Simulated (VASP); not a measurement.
# SnO (rock salt type) (Fm-3m) in VASP: further runs

The runs below take SnO (rock salt type) through single point, with PBE.

Everything below comes from runs of VASP 6.6.1. Logs are shortened: lines on timing, memory, paths and dates and some standing lists are left out, and cuts for length are marked.

**1. The cell of the first run**

The structure is cubic, space group Fm-3m (No. 225). The conventional cell has a = 5.014 Å, b = 5.014 Å, c = 5.014 Å, α = 90.00°, β = 90.00°, γ = 90.00°. Sn (site symmetry m-3m) has 6 O at 2.51 Å within 3.3 Å. O (site symmetry m-3m) has 6 Sn at 2.51 Å within 3.3 Å.

**2. Single point, PBE**

File INCAR:

```
SYSTEM = SnO
PREC = Accurate
ENCUT = 520
EDIFF = 1E-6
ISMEAR = -1
SIGMA = 0.06122561905347299
LREAL = .FALSE.
LASPH = .TRUE.
NELM = 100
ALGO = Normal
ISIF = 2
LWAVE = .FALSE.
LCHARG = .FALSE.
GGA = PE
NBANDS = 17
```

File KPOINTS:

```
Automatic mesh
0
G
  19 19 19
  0 0 0
```

File POSCAR:

```
SnO
1.0
    0.0000000000      2.5069309939      2.5069309939
    2.5069309939      0.0000000000      2.5069309939
    2.5069309939      2.5069309939      0.0000000000
Sn O
1 1
Direct
    0.0000000000      0.0000000000      0.0000000000
    0.5000000000      0.5000000000      0.5000000000
```

Potentials or basis: VASP PAW PBE potentials, release 64 (Sn_d, O).

The run is started by

```
cat potpaw_PBE.64/Sn_d/POTCAR potpaw_PBE.64/O/POTCAR > POTCAR
mpirun -np 1 vasp_std > vasp.out
```

OUTCAR:

```text
SYSTEM = SnO
   PREC = Accurate
   ENCUT = 520
   EDIFF = 1E-6
   ISMEAR = -1
   LREAL = .FALSE.
   LASPH = .TRUE.
   NELM = 100
   ISIF = 2
   GGA = PE

 ion  position               nearest neighbor table
   1  0.000  0.000  0.000-   2 2.51   2 2.51   2 2.51   2 2.51   2 2.51   2 2.51
   2  0.500  0.500  0.500-   1 2.51   1 2.51   1 2.51   1 2.51   1 2.51   1 2.51

  LATTYP: Found a face centered cubic cell.
 ALAT       =     5.0138619878

  Lattice vectors:

 A1 = (   0.0000000000,   2.5069309939,   2.5069309939)
 A2 = (   2.5069309939,   0.0000000000,   2.5069309939)
 A3 = (   2.5069309939,   2.5069309939,   0.0000000000)

Analysis of symmetry for initial positions (statically):
=====================================================================
 Subroutine PRICEL returns:
 Original cell was already a primitive cell.

 Routine SETGRP: Setting up the symmetry group for a
 face centered cubic supercell.

 Subroutine GETGRP returns: Found 48 space group operations
 (whereof 48 operations were pure point group operations)
 out of a pool of 48 trial point group operations.

The static configuration has the point symmetry O_h .

Analysis of symmetry for dynamics (positions and initial velocities):
=====================================================================
 Subroutine PRICEL returns:
 Original cell was already a primitive cell.

 Routine SETGRP: Setting up the symmetry group for a
 face centered cubic supercell.

 Subroutine GETGRP returns: Found 48 space group operations
 (whereof 48 operations were pure point group operations)
 out of a pool of 48 trial point group operations.

The dynamic configuration has the point symmetry O_h .

 Subroutine INISYM returns: Found 48 space group operations
 (whereof 48 operations are pure point group operations),
 and found     1 'primitive' translations

----------------------------------------------------------------------------------------

                                     Primitive cell

  volume of cell :      31.5106

  direct lattice vectors                    reciprocal lattice vectors
     0.000000000  2.506930994  2.506930994    -0.199447053  0.199447053  0.199447053
     2.506930994  0.000000000  2.506930994     0.199447053 -0.199447053  0.199447053
     2.506930994  2.506930994  0.000000000     0.199447053  0.199447053 -0.199447053

  length of vectors
     3.545335812  3.545335812  3.545335812     0.345452430  0.345452430  0.345452430

  position of ions in fractional coordinates (direct lattice)
     0.000000000  0.000000000  0.000000000
     0.500000000  0.500000000  0.500000000

  ion indices of the primitive-cell ions
   primitive index   ion index
                 1           1
                 2           2

----------------------------------------------------------------------------------------

 KPOINTS: Automatic mesh

Automatic generation of k-mesh.
 Grid dimensions read from file:
 generate k-points for:   19   19   19

 Generating k-lattice:

  Cartesian coordinates                     Fractional coordinates (reciprocal lattice)
    -0.010497213  0.010497213  0.010497213     0.052631579  0.000000000  0.000000000
     0.010497213 -0.010497213  0.010497213     0.000000000  0.052631579  0.000000000
     0.010497213  0.010497213 -0.010497213     0.000000000  0.000000000  0.052631579

  Length of vectors
     0.018181707  0.018181707  0.018181707

  Shift w.r.t. Gamma in fractional coordinates (k-lattice)
     0.000000000  0.000000000  0.000000000

 Subroutine IBZKPT returns following result:
 ===========================================

 Found    220 irreducible k-points:

 Following reciprocal coordinates:
            Coordinates               Weight
  0.000000  0.000000  0.000000      1.000000
  0.052632  0.000000  0.000000      8.000000
  0.105263  0.000000  0.000000      8.000000
  0.157895  0.000000  0.000000      8.000000
  0.210526  0.000000  0.000000      8.000000
  0.263158  0.000000  0.000000      8.000000
[... 16 lines left out ...]
 -0.315789  0.052632  0.000000     24.000000
 -0.263158  0.052632  0.000000     24.000000
 [... further k-points ...]
   k-points           NKPTS =    220   k-points in BZ     NKDIM =    220   number of bands    NBANDS=     17
   number of dos      NEDOS =    301   number of ions     NIONS =      2
   total plane-waves  NPLWV =  21952
   dimension x,y,z NGX =    28 NGY =   28 NGZ =   28
   dimension x,y,z NGXF=    56 NGYF=   56 NGZF=   56
   ions per type =               1   1
   NGX,Y,Z   is equivalent  to a cutoff of  13.13, 13.13, 13.13 a.u.
   NGXF,Y,Z  is equivalent  to a cutoff of  26.26, 26.26, 26.26 a.u.
 SYSTEM =  SnO
   PREC   = accura    normal or accurate (medium, high low for compatibility)
   ISTART =      0    job   : 0-new  1-cont  2-samecut
   ICHARG =      2    charge: 1-file 2-atom 10-const
   ISPIN  =      1    spin polarized calculation?
   LNONCOLLINEAR =      F non collinear calculations
   LSORBIT =      F    spin-orbit coupling
   LASPH  =      T    aspherical Exc in radial PAW
   ENCUT  =  520.0 eV  38.22 Ry    6.18 a.u.   6.59  6.59  6.59*2*pi/ulx,y,z
   NELM   =    100;   NELMIN=  2; NELMDL= -5     # of ELM steps
   EDIFF  = 0.1E-05   stopping-criterion for ELM
   LREAL  =      F    real-space projection
   EDIFFG = 0.1E-04   stopping-criterion for IOM
   NSW    =      0    number of steps for IOM
   IBRION =     -1    ionic relax: 0-MD 1-quasi-New 2-CG
   NFREE  =      0    steps in history (QN), initial steepest desc. (CG)
   ISIF   =      2    stress and relaxation
   ISYM   =      2    0-nonsym 1-usesym 2-fastsym
   POTIM  = 0.5000    time-step for ionic-motion
   TEBEG  =    0.0;   TEEND  =   0.0 temperature during run
   PSTRESS=    0.0 pullay stress
   NELECT =      20.0000    total number of electrons
   NUPDOWN=      -1.0000    fix difference up-down
   EMIN   =  10.00;   EMAX   =-10.00  energy-range for DOS
   EFERMI =   0.00;   METHOD = LEGACY
   ISMEAR =    -1;   SIGMA  =   0.06  broadening in eV -4-tet -1-fermi 0-gaus
   EFERMI_NEDOS =   21; number of points for ismear=-14 and -15
   IALGO  =     38    algorithm
   IMIX   =      4    mixing-type and parameters
     AMIX     =   0.40;   BMIX     =  1.00
     AMIX_MAG =   1.60;   BMIX_MAG =  1.00
  volume/ion in A,a.u.               =      15.76       106.32
  Fermi-wavevector in a.u.,A,eV,Ry     =   1.406908  2.658671 26.931248  1.979391
  Thomas-Fermi vector in A             =   2.529221
   LORBIT       =      0    0 simple, 1 ext, 2 COOP (PROOUT), +10 PAW based schemes
   GGA     = PE    functional components
   LHFCALC =     F    Hartree Fock is set to
   AEXX    =    0.0000 exact exchange contribution
   IVDW    =     0    specifies the selected vdW correction
   LEPSILON=     F    determine dielectric tensor
   LRPA    =     F    only Hartree local field effects (RPA)
 non-spin polarized calculation
  energy-cutoff  :      520.00
  volume of cell :       31.51
 maximum number of plane-waves:       877
   NGX = 13   NGY = 13   NGZ = 13

 number of electron      20.0000005 magnetization

 Free energy of the ion-electron system (eV)
  ---------------------------------------------------
  ext. energy  EPLUGINS =         0.00000000
  ---------------------------------------------------
  free energy    TOTEN  =       -10.43413516 eV

  energy without entropy =      -10.43262028  energy(sigma->0) =      -10.43337772

 E-fermi :   8.5287     XC(G=0): -11.0297

 val. band max:        8.4529317648   @ k =  -0.4211   0.1579   0.0526
 cond. band min:       8.5859828245   @ k =  -0.4211   0.1579   0.0526
 fundamental gap:      0.1330510596
 Fermi energy:         8.5287492855

 k-point     1 :       0.0000    0.0000    0.0000
  band No.  band energies     occupation
      1     -13.2058      2.00000
      2     -13.2058      2.00000
      3     -13.2058      2.00000
      4     -13.1335      2.00000
      5     -13.1335      2.00000
      6     -10.6589      2.00000
[... 9 lines left out ...]
     16      18.5046      0.00000
     17      18.6479      0.00000

 k-point     2 :       0.0526    0.0000    0.0000
  band No.  band energies     occupation
      1     -13.2057      2.00000
      2     -13.2043      2.00000
      3     -13.2043      2.00000
      4     -13.1341      2.00000
      5     -13.1341      2.00000
      6     -10.6420      2.00000
[... 9 lines left out ...]
     16      18.6517      0.00000
     17      19.7335      0.00000

 k-point     3 :       0.1053    0.0000    0.0000
  band No.  band energies     occupation
      1     -13.2053      2.00000
      2     -13.2003      2.00000
      3     -13.2003      2.00000
      4     -13.1354      2.00000
      5     -13.1354      2.00000
      6     -10.5924      2.00000
[... 9 lines left out ...]
     16      18.9973      0.00000
     17      21.0649      0.00000

 k-point     4 :       0.1579    0.0000    0.0000
  band No.  band energies     occupation
      1     -13.2048      2.00000
      2     -13.1953      2.00000
      3     -13.1953      2.00000
      4     -13.1362      2.00000
      5     -13.1362      2.00000
      6     -10.5142      2.00000
[... 9 lines left out ...]
     16      19.4344      0.00000
     17      22.3551      0.00000
[... 343 lines left out ...]
      1     -13.2031      2.00000
      2     -13.2007      2.00000
      3     -13.1973      2.00000
      4     -13.1145      2.00000
      5     -13.1098      2.00000
      6     -10.0396      2.00000
[... 9 lines left out ...]
     16      21.9344      0.00000
     17      23.8650      0.00000

 k-point    23 :      -0.3158    0.0526    0.0000
  band No.  band energies     occupation
      1     -13.2034      2.00000
      2     -13.1960      2.00000
      3     -13.1938      2.00000
      4     -13.1245      2.00000
      5     -13.1159      2.00000
      6     -10.1346      2.00000
[... 9 lines left out ...]
     16      21.6037      0.00000
     17      24.1074      0.00000

 k-point    24 :      -0.2632    0.0526    0.0000
  band No.  band energies     occupation
      1     -13.2039      2.00000
      2     -13.1918      2.00000
      3     -13.1906      2.00000
      4     -13.1343      2.00000
      5     -13.1229      2.00000
      6     -10.2461      2.00000
[... 9 lines left out ...]
     16      21.1362      0.00000
     17      24.2513      0.00000

 [... further k-points ...]
[... 5 lines left out ...]
  --------------------------------------------------------------------------------------
  -------------------------------------------------------------------------------------
  Total        1.2907065      1.2907065      1.2907065     -0.0000000     -0.0000000      0.0000000
  in kB       65.6267566     65.6267566     65.6267566     -0.0000000     -0.0000000      0.0000000
  external PRESSURE =      65.6267566 kB  Pullay stress =       0.0000000 kB

 VOLUME and BASIS-vectors are now :
 -----------------------------------------------------------------------------
  energy-cutoff  :      520.00
  volume of cell :       31.51
      direct lattice vectors                 reciprocal lattice vectors
     0.000000000  2.506930994  2.506930994    -0.199447053  0.199447053  0.199447053
     2.506930994  0.000000000  2.506930994     0.199447053 -0.199447053  0.199447053
     2.506930994  2.506930994  0.000000000     0.199447053  0.199447053 -0.199447053

 POSITION                                       TOTAL-FORCE (eV/Angst)
 -----------------------------------------------------------------------------------
      0.00000      0.00000      0.00000        -0.000000      0.000000     -0.000000
      2.50693      2.50693      2.50693         0.000000      0.000000      0.000000
 -----------------------------------------------------------------------------------
    total drift:                                0.000000      0.000000      0.000000

  FREE ENERGIE OF THE ION-ELECTRON SYSTEM (eV)
  ---------------------------------------------------
  free  energy   TOTEN  =       -10.4341351580 eV

  energy  without entropy=      -10.4326202843  energy(sigma->0) =      -10.43337772
```

Wall time 96 s (1 thread of Intel Xeon Platinum 8259CL at 2.50GHz (Skylake/Cascade Lake), shared host); peak memory 0.24 GiB.

What came out:

| Item | Value |
| --- | --- |
| Free energy | -10.4341 eV |
| Pressure | 6.6 GPa |
| Band gap on the k mesh | 0.13 eV |

Caveat: the cell stands under pressure; spin-orbit coupling is left out, which moves the levels of the heavy elements; an odd mesh through Γ misses points on the zone boundary, where band edges can lie.

**3. Single point, PBE**

This run uses another cell than the first one, of 16.09 Å³/atom.

File INCAR:

```
SYSTEM = SnO
ALGO = Normal
EDIFF = 1E-6
ENCUT = 520
GGA = PE
ISIF = 2
ISMEAR = -1
LASPH = .True.
LCHARG = .False.
LREAL = .False.
LWAVE = .False.
NBANDS = 17
NELM = 80
PREC = Accurate
SIGMA = 0.06122561905347299
```

File KPOINTS:

```
k-points
0
Gamma
  19 19 19
  0 0 0
```

File POSCAR:

```
SnO
1.0
    0.0000000000      2.5245860192      2.5245860192
    2.5245860192      0.0000000000      2.5245860192
    2.5245860192      2.5245860192      0.0000000000
Sn O
1 1
Direct
    0.0000000000      0.0000000000      0.0000000000
    0.5000000000      0.5000000000      0.5000000000
```

Potentials or basis: VASP PAW PBE potentials, release 64 (Sn_d, O).

The run is started by

```
cat potpaw_PBE.64/Sn_d/POTCAR potpaw_PBE.64/O/POTCAR > POTCAR
mpirun -np 1 vasp_std > vasp.out
```

Run time: 96 s. Hardware: 1 thread of Intel Xeon Platinum 8259CL at 2.50GHz (Skylake/Cascade Lake), shared host; peak memory 0.24 GiB.

Results (log left out):

```yaml
Free_energy: -10.4572 eV
Pressure: 4.1 GPa
Band_gap_on_the_k_mesh: 0.09 eV
```

Levels at points of the mesh, in eV from the valence-band top:
```
           k point  band 6  band 7  band 8  band 9  band 10  band 11  band 12  band 13  band 14  band 15
(0.00, 0.00, 0.00)  -18.93   -6.82   -3.50   -3.50    -3.50     7.76     7.76     7.76    10.00    10.00
```

Caveat: the cell stands under pressure; spin-orbit coupling is left out, which moves the levels of the heavy elements; an odd mesh through Γ misses points on the zone boundary, where band edges can lie.
